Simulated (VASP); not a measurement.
# AlN (Cm) in VASP: notebook, part 2 of 2

VASP 6.6.1. Earlier steps stand in the parts before.

**3. Single point, PBEsol (atom 1 (Al) moved by -0.504 Å along [1 1 0] and -0.504 Å along [0 0 1])**

INCAR reads:

```
ALGO = Normal
EDIFF = 1E-6
ENCUT = 520
GGA = PS
ISIF = 2
ISMEAR = 0
LASPH = True
LCHARG = True
LELF = True
LREAL = False
LVHAR = True
LWAVE = False
NBANDS = 26
NELM = 100
PREC = Accurate
SIGMA = 0.05
```

KPOINTS reads:

```
k-points
0
Gamma
  6 6 6
```

POSCAR reads:

```
AlN
1.0
    4.3771405283      0.0000000000      0.0000000000
    0.0000000000     -4.3771405283      0.0000000000
    0.0000000000      0.0000000000     -4.3771405283
Al N
4 4
Direct
   -0.0814188659      0.1151436644     -0.0814188659
    0.5000000000      0.5000000000      0.0000000000
    0.5000000000      0.0000000000      0.5000000000
    0.0000000000      0.5000000000      0.5000000000
    0.7500000000      0.7500000000      0.7500000000
    0.2500000000      0.2500000000      0.7500000000
    0.2500000000      0.7500000000      0.2500000000
    0.7500000000      0.2500000000      0.2500000000
```

Potentials or basis: VASP PAW PBE potentials, release 64 (Al, N).

Run with:

```sh
cat potpaw_PBE.64/Al/POTCAR potpaw_PBE.64/N/POTCAR > POTCAR
mpirun -np 1 vasp_std > vasp.out
```

OUTCAR:

```text
EDIFF = 1E-6
   ENCUT = 520
   GGA = PS
   ISIF = 2
   ISMEAR = 0
   LASPH = True
   LREAL = False
   NELM = 100
   PREC = Accurate

 ion  position               nearest neighbor table
   1  0.919  0.115  0.919-   6 1.73   8 1.73   5 1.91   2 2.51   4 2.51   3 2.64   2 3.07   4 3.07
                             3 3.18   3 3.18   2 3.28   4 3.28
   2  0.500  0.500  0.000-   5 1.90   6 1.90   7 1.90   8 1.90   1 2.51   1 3.07   4 3.10   3 3.10
                             4 3.10   3 3.10   3 3.10   3 3.10   4 3.10   4 3.10   1 3.28
   3  0.500  0.000  0.500-   5 1.90   6 1.90   7 1.90   8 1.90   1 2.64   2 3.10   4 3.10   2 3.10
                             2 3.10   4 3.10   2 3.10   4 3.10   4 3.10   1 3.18   1 3.18
   4  0.000  0.500  0.500-   5 1.90   6 1.90   7 1.90   8 1.90   1 2.51   1 3.07   3 3.10   2 3.10
                             2 3.10   3 3.10   2 3.10   3 3.10   2 3.10   3 3.10   1 3.28
   5  0.750  0.750  0.750-   2 1.90   3 1.90   4 1.90   1 1.91
   6  0.250  0.250  0.750-   1 1.73   2 1.90   3 1.90   4 1.90
   7  0.250  0.750  0.250-   2 1.90   3 1.90   4 1.90
   8  0.750  0.250  0.250-   1 1.73   2 1.90   3 1.90   4 1.90

  LATTYP: Found a simple cubic cell.
 ALAT       =     4.3771405283

  Lattice vectors:

 A1 = (   4.3771405283,   0.0000000000,   0.0000000000)
 A2 = (   0.0000000000,  -4.3771405283,   0.0000000000)
 A3 = (   0.0000000000,   0.0000000000,  -4.3771405283)

Analysis of symmetry for initial positions (statically):
=====================================================================
 Subroutine PRICEL returns:
 Original cell was already a primitive cell.

 Routine SETGRP: Setting up the symmetry group for a
 simple cubic supercell.

 Subroutine GETGRP returns: Found  2 space group operations
 (whereof  2 operations were pure point group operations)
 out of a pool of 48 trial point group operations.

The static configuration has the point symmetry C_1h.

Analysis of symmetry for dynamics (positions and initial velocities):
=====================================================================
[... 149 lines left out ...]
   AEXX    =    0.0000 exact exchange contribution
   IVDW    =     0    specifies the selected vdW correction
   LEPSILON=     F    determine dielectric tensor
   LRPA    =     F    only Hartree local field effects (RPA)
 non-spin polarized calculation
 Gauss-broadening in eV      SIGMA  =   0.05
  energy-cutoff  :      520.00
  volume of cell :       83.86
 maximum number of plane-waves:      2301
 NGX is ok and might be reduce to    36
   NGX = 17   NGY = 17   NGZ = 17

 number of electron      31.9999993 magnetization

 Free energy of the ion-electron system (eV)
  ---------------------------------------------------
  ext. energy  EPLUGINS =         0.00000000
  ---------------------------------------------------
  free energy    TOTEN  =       -59.35774232 eV

  energy without entropy =      -59.35594199  energy(sigma->0) =      -59.35684216

 E-fermi :   6.8728     XC(G=0): -11.0954

 val. band max:        6.8697567325   @ k =  -0.3333   0.5000   0.3333
 cond. band min:       6.8849462379   @ k =   0.5000   0.3333   0.5000
 fundamental gap:      0.0151895055
 Fermi energy:         6.8727879694

 k-point     1 :       0.0000    0.0000    0.0000
  band No.  band energies     occupation
      1      -9.5025      2.00000
      2      -7.2033      2.00000
      3      -6.8520      2.00000
      4      -5.3595      2.00000
      5       0.3103      2.00000
      6       0.3419      2.00000
[... 685 lines left out ...]
     25      16.7136      0.00000
     26      16.9188      0.00000

 [... further k-points ...]

------------------------ aborting loop because EDIFF is reached ----------------------------------------

  FORCE on cell =-STRESS in cart. coord.  units (eV):
  Direction    XX          YY          ZZ          XY          YZ          ZX
  --------------------------------------------------------------------------------------
  -------------------------------------------------------------------------------------
  Total        5.1726009      1.1380733      5.1726009      0.5170115     -0.5170114      2.1340989
  in kB       98.8207369     21.7424940     98.8207369      9.8773241     -9.8773229     40.7712153
  external PRESSURE =      73.1279892 kB  Pullay stress =       0.0000000 kB

 VOLUME and BASIS-vectors are now :
 -----------------------------------------------------------------------------
  energy-cutoff  :      520.00
  volume of cell :       83.86
      direct lattice vectors                 reciprocal lattice vectors
     4.377140528  0.000000000  0.000000000     0.228459652  0.000000000  0.000000000
     0.000000000 -4.377140528  0.000000000     0.000000000 -0.228459652  0.000000000
     0.000000000  0.000000000 -4.377140528     0.000000000  0.000000000 -0.228459652

 POSITION                                       TOTAL-FORCE (eV/Angst)
 -----------------------------------------------------------------------------------
      4.02076     -0.50400     -4.02076         2.272370      6.104747     -2.272370
      2.18857     -2.18857      0.00000        -2.174603     -2.543560     -1.298461
      2.18857      0.00000     -2.18857        -1.796604      1.533928      1.796604
      0.00000     -2.18857     -2.18857         1.298461     -2.543560      2.174603
      3.28286     -3.28286     -3.28286        -0.182276     -0.464343      0.182276
      1.09429     -1.09429     -3.28286         1.496575     -1.183895      1.194877
      1.09429     -3.28286     -1.09429         0.280952      0.280578     -0.280952
      3.28286     -1.09429     -1.09429        -1.194877     -1.183895     -1.496575
 -----------------------------------------------------------------------------------
    total drift:                               -0.000092      0.000099      0.000092

  FREE ENERGIE OF THE ION-ELECTRON SYSTEM (eV)
  ---------------------------------------------------
  free  energy   TOTEN  =       -59.3577423194 eV

  energy  without entropy=      -59.3559419911  energy(sigma->0) =      -59.35684216
```

OSZICAR:

```text
N       E                     dE             d eps       ncg     rms          rms(c)
DAV:   1     0.108255261585E+03    0.10826E+03   -0.14599E+04  3536   0.110E+03
DAV:   2    -0.588255244581E+02   -0.16708E+03   -0.15660E+03  4662   0.229E+02
DAV:   3    -0.683815852300E+02   -0.95561E+01   -0.94972E+01  4706   0.566E+01
DAV:   4    -0.684708350714E+02   -0.89250E-01   -0.89190E-01  4312   0.614E+00
DAV:   5    -0.684721231082E+02   -0.12880E-02   -0.12876E-02  4824   0.738E-01    0.168E+01
DAV:   6    -0.594581839951E+02    0.90139E+01   -0.27097E+01  4518   0.279E+01    0.624E+00
DAV:   7    -0.594373503033E+02    0.20834E-01   -0.15408E+00  4328   0.655E+00    0.405E+00
DAV:   8    -0.593633984623E+02    0.73952E-01   -0.13818E-01  4532   0.252E+00    0.683E-01
DAV:   9    -0.593577361893E+02    0.56623E-02   -0.14270E-02  4736   0.755E-01    0.362E-01
DAV:  10    -0.593579015141E+02   -0.16532E-03   -0.51920E-03  4550   0.406E-01    0.143E-01
DAV:  11    -0.593577438470E+02    0.15767E-03   -0.82817E-04  4344   0.209E-01    0.417E-02
DAV:  12    -0.593577452189E+02   -0.13719E-05   -0.95625E-05  4460   0.677E-02    0.240E-02
DAV:  13    -0.593577430631E+02    0.21557E-05   -0.16696E-05  4488   0.269E-02    0.118E-02
DAV:  14    -0.593577423194E+02    0.74372E-06   -0.25507E-06  3558   0.120E-02
   1 F= -.59357742E+02 E0= -.59356842E+02  d E =-.180033E-02
```

Run time: 68 s. Hardware: 1 thread of Intel Xeon 6975P-C (Granite Rapids), shared host; peak memory 0.26 GiB.

What came out:

* Free energy: -59.3577 eV
* Pressure: 7.3 GPa
* Largest force: 6.899 eV/Å
* Band gap on the k mesh: zero (bands 16 and 17 overlap by 0.29 eV)

Forces on the atoms (eV/Å):
```
Al   2.272  6.105 -2.272
Al  -2.175 -2.544 -1.298
Al  -1.797  1.534  1.797
Al   1.298 -2.544  2.175
N   -0.182 -0.464  0.182
N    1.497 -1.184  1.195
N    0.281  0.281 -0.281
N   -1.195 -1.184 -1.497
```

Stress tensor (GPa, compression positive):
```
 9.88  0.99  4.08
 0.99  2.17 -0.99
 4.08 -0.99  9.88
```

Caveat: the cell differs from its parent crystal (atom 1 (Al) moved by -0.504 Å along [1 1 0] and -0.504 Å along [0 0 1]); the cell stands under pressure; semilocal functionals underestimate gaps, so a narrow gap can read as zero; the PAW data sets were made with another functional, which shifts forces and pressure a little.
